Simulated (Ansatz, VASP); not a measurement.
# Two plane-wave programs on MoS2

POSCAR

```
MoS2
1.0
    3.1838448285      0.0000000000      0.0000000000
   -1.5919224143      2.7572905031      0.0000000000
    0.0000000000      0.0000000000      6.2271592669
Mo S
1 2
Direct
    0.0000000000      0.0000000000      0.5000000000
    0.6666666667      0.3333333333      0.7446806800
    0.3333333333      0.6666666667      0.2553193200
```

File INCAR.step1:

```
SYSTEM = MoS2
ALGO = Normal
EDIFF = 1E-4
ENCUT = 520
GGA = PE
ISMEAR = -1
LASPH = .TRUE.
LCHARG = .FALSE.
LREAL = .FALSE.
LWAVE = .TRUE.
NBANDS = 20
NELM = 60
PREC = Accurate
SIGMA = 0.05
```

Contents of INCAR.step2:

```
SYSTEM = MoS2
ALGO = Normal
BPARAM = 11.95
CPARAM = 0.0093
EDIFF = 1E-7
ENCUT = 520
ISIF = 2
ISMEAR = -1
ISTART = 1
IVDW_NL = 2
LASPH = .TRUE.
LCHARG = .TRUE.
LELF = .TRUE.
LMIXTAU = .TRUE.
LREAL = .FALSE.
LUSE_VDW = .TRUE.
LVHAR = .TRUE.
LWAVE = .FALSE.
METAGGA = R2SCAN
NBANDS = 20
NELM = 60
PREC = Accurate
SIGMA = 0.05
```

Contents of KPOINTS:

```
k-points
0
G
  9 9 4
  0 0 0
```

input.yaml

```yaml
crystal:
  lattice:
    - [3.1838448285, 0.0, 0.0]
    - [-1.5919224143, 2.7572905031, 0.0]
    - [0.0, 0.0, 6.2271592669]
  atoms:
    - { symbol: Mo, position: [0.0, 0.0, 0.5] }
    - { symbol: S, position: [0.6666666667, 0.3333333333, 0.74468068] }
    - { symbol: S, position: [0.3333333333, 0.6666666667, 0.25531932] }
hamiltonian:
  xc: r2scan
  pseudopotentials: { kind: paw }
  dispersion: rvv10
kpoints:
  mp_grid: { grid: [9, 9, 4] }
scf:
  occupations: { method: fermi_dirac, width: 0.05 }
output:
  forces: true
  stress: true
  eigenvalues: true
```

Alike in both runs: task single point; functional r2SCAN; dispersion rVV10; k mesh 9 × 9 × 4; occupations fermi-dirac, width 0.05 eV; no spin polarisation.

|  | VASP | Ansatz |
| --- | --- | --- |
| version | VASP 6.6.1 | Ansatz 0.2.0 |
| potentials or method | VASP PAW PBE potentials, release 64 (Mo_sv, S) | Ansatz PAW |
| plane-wave cutoff (eV) | 520 | 500 |
| valence electrons in the cell | 26 | 26 |

Ansatz gave:

```
gap on the k mesh at the Fermi level (eV)                     : none
pressure (GPa)                                                : 4.9
traceless stress, the component that is largest in VASP (GPa) : 0.96
rms of the force components (eV/Å)                            : 0.393
```

Question: Estimate VASP's values.

Answer: gap on the k mesh at the Fermi level (eV): none; pressure (GPa): 5.1; traceless stress, the component that is largest in VASP (GPa): 0.93; rms of the force components (eV/Å): 0.402.

VASP's potentials were made for PBE, not for r2SCAN. Atom by atom the forces differ by 0.009 eV/Å (rms over components). A gap of «none» marks a metal or a gap that the smearing closes.
